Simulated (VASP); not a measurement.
A run of VASP 6.6.1:

The input INCAR:

```
SYSTEM = Ta3H
PREC = Accurate
ENCUT = 520
EDIFF = 1E-6
ISMEAR = 0
SIGMA = 0.1
LREAL = .FALSE.
LASPH = .TRUE.
NELM = 60
ALGO = Normal
ISIF = 2
LWAVE = .FALSE.
LCHARG = .FALSE.
LDIPOL = .TRUE.
IDIPOL = 3
DIPOL = 0.5 0.5 0.319
GGA = CA
NBANDS = 44
```

File KPOINTS:

```
Automatic mesh
0
G
  6 6 1
  0 0 0
```

File POSCAR:

```
Ta3H
1.0
    4.6002247492      0.0000000000      0.0000000000
   -2.3001123746      3.9839114959      0.0000000000
    0.0000000000      0.0000000000     22.4017722044
Ta H
6 2
Direct
    0.6666666667      0.3333333333      0.1785573018
    0.3333333333      0.6666666667      0.2204743848
    0.0000000000      0.0000000000      0.2623914678
    0.6666666667      0.3333333333      0.3016814391
    0.3333333333      0.6666666667      0.3385386112
    0.0000000000      0.0000000000      0.3750494438
    0.2334469093      0.6666666667      0.4379908926
    0.4332197574      0.6666666667      0.4379908926
```

Potentials or basis: VASP PAW LDA potentials, release 64 (Ta_pv, H).

The run is started by

```bash
$ cat potpaw_LDA.64/Ta_pv/POTCAR potpaw_LDA.64/H/POTCAR > POTCAR
$ mpirun -np 1 vasp_std > vasp.out
```

Hardware: 1 thread of Intel(R) Xeon(R) Platinum 8259CL CPU @ 2.50GHz (Skylake/Cascade Lake), with other jobs on the host.

Question: Estimate the wall time of this run.

Answer: Run time: 8.8 min on 1 thread of Intel(R) Xeon(R) Platinum 8259CL CPU @ 2.50GHz (Skylake/Cascade Lake), with other jobs on the host, peak memory 0.47 GiB. Counts: scf iterations 32, k points 13.
